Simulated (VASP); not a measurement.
Set up this calculation in VASP 6.6.1, as the native input.

* Task: single point
* Functional: LDA
* Potentials or basis: VASP PAW LDA potentials, release 64 (Sn_d, O)
* Cutoff: 520 eV
* k mesh: 6 × 8 × 4
* Occupations: gaussian, width 0.05 eV
* Spin: no spin polarisation
* Dipole correction: no
* Further INCAR settings: ALGO = Normal; EDIFF = 1e-06; NBANDS = 64

The structure of SnO2 lies in POSCAR:

```
SnO2
1.0
    5.2322631602      0.0000000000      0.0000000000
    0.0000000000      3.4552501223      0.0000000000
    0.0000000000      0.0000000000      7.0227527421
Sn O
4 8
Direct
    0.7633745982      0.2500000000      0.4160854546
    0.2366254018      0.7500000000      0.5839145454
    0.7366254018      0.7500000000      0.9160854546
    0.2633745982      0.2500000000      0.0839145454
    0.4767750168      0.7500000000      0.1390902659
    0.6232750453      0.7500000000      0.6084012708
    0.5232249832      0.2500000000      0.8609097341
    0.3767249547      0.2500000000      0.3915987292
    0.0232249832      0.2500000000      0.6390902659
    0.8767249547      0.2500000000      0.1084012708
    0.1232750453      0.7500000000      0.8915987292
    0.9767750168      0.7500000000      0.3609097341
```

These files were run (other wordings do the same):

INCAR

```
  PREC = Accurate
  ENCUT = 520
  EDIFF = 1E-6
  ISMEAR = 0
  SIGMA = 0.05
  LREAL = F
  LASPH = T
  NELM = 100
  ALGO = Normal
  ISIF = 2
  LWAVE = F
  LCHARG = F
  GGA = CA
  NBANDS = 64
```

KPOINTS

```
regular mesh
0
Gamma
  6 8 4
```

Potentials or basis: VASP PAW LDA potentials, release 64 (Sn_d, O).

Command:

```sh
$ cat potpaw_LDA.64/Sn_d/POTCAR potpaw_LDA.64/O/POTCAR > POTCAR
$ mpirun -np 1 vasp_std > vasp.out
```

It gave:

| Quantity | Value |
| --- | --- |
| Pressure | 1.0 GPa |
| Largest force | 0.069 eV/Å |
| Band gap on the k mesh | 0.66 eV (least direct gap 0.78 eV) |

Caveat: semilocal functionals underestimate gaps, and a narrow one can read as zero; spin-orbit coupling is left out, which moves the levels of the heavy elements.

It took 10 min on 1 thread of AMD EPYC 7R13, on a shared host, peak memory 0.39 GiB.
